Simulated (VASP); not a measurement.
A run of VASP 6.6.1:

The input POSCAR:

```
BeS
1.0
    0.0000000000      2.3522500000      2.3522500000
    2.3522500000      0.0000000000      2.3522500000
    2.3522500000      2.3522500000      0.0000000000
Be S
1 1
Direct
    0.0000000000      0.0000000000      0.0000000000
    0.7500000000      0.7500000000      0.7500000000
```

The input INCAR.step1:

```
PREC = Accurate
ENCUT = 520
ISMEAR = 0
SIGMA = 0.05
LREAL = F
LASPH = T
NELM = 60
NBANDS = 11
GGA = PE
ALGO = Normal
EDIFF = 1E-4
LWAVE = T
LCHARG = F
```

INCAR.step2

```
PREC = Accurate
ENCUT = 520
EDIFF = 1E-6
ISMEAR = 0
SIGMA = 0.05
LREAL = F
LASPH = T
NELM = 60
ALGO = Normal
ISIF = 2
LWAVE = F
LCHARG = F
METAGGA = R2SCAN
LMIXTAU = T
NBANDS = 11
ISTART = 1
```

Contents of KPOINTS:

```
regular mesh
0
Gamma
  8 8 8
```

Potentials or basis: VASP PAW PBE potentials, release 64 (Be, S).

Run with:

```sh
$ cat potpaw_PBE.64/Be/POTCAR potpaw_PBE.64/S/POTCAR > POTCAR
$ cp INCAR.step1 INCAR
$ mpirun -np 1 vasp_std > vasp.out
$ cp INCAR.step2 INCAR
$ mpirun -np 1 vasp_std > vasp.out
```

Hardware: 1 thread of Intel(R) Xeon(R) Platinum 8488C (Sapphire Rapids) (shared host).

How long does it take, and how much memory?

It took 30 s on 1 thread of Intel(R) Xeon(R) Platinum 8488C (Sapphire Rapids), on a shared host, peak memory 0.15 GiB. Counts: k points 29.
